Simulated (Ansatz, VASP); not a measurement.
Ca: VASP beside Ansatz

```xyz
1
Lattice="-2.2400 2.1952 2.2400 2.2400 -2.1952 2.2400 2.2400 2.1952 -2.2400" Properties=species:S:1:pos:R:3 pbc="T T T"
Ca    0.0000    0.0000    0.0000
```

Change from the starting cell: strain -0.0200 x Voigt [0, 1, 0, 0, 0, 0], atoms carried along.

Alike in both runs: task single point; functional r2SCAN; k mesh 16 × 16 × 16; occupations gaussian, width 0.15 eV; no spin polarisation.

|  | VASP | Ansatz |
| --- | --- | --- |
| version | VASP 6.6.1 | Ansatz 0.2.0 |
| potentials or method | VASP PAW PBE potentials, release 64 (Ca_sv), cutoff 550 eV | scalar-relativistic, plane waves, PAW |
| valence electrons in the cell | 10 | 10 |

```tsv
	VASP	Ansatz	Ansatz less VASP
gap on the k mesh at the Fermi level (eV)	none	none	-
pressure (GPa)	-0.2	-0.3	-0.06
```

VASP's potentials were made for PBE, not for r2SCAN. A gap of «none» marks a metal or a gap that the smearing closes. The functional is the same, so the differences come from potentials, cutoffs and numerics.
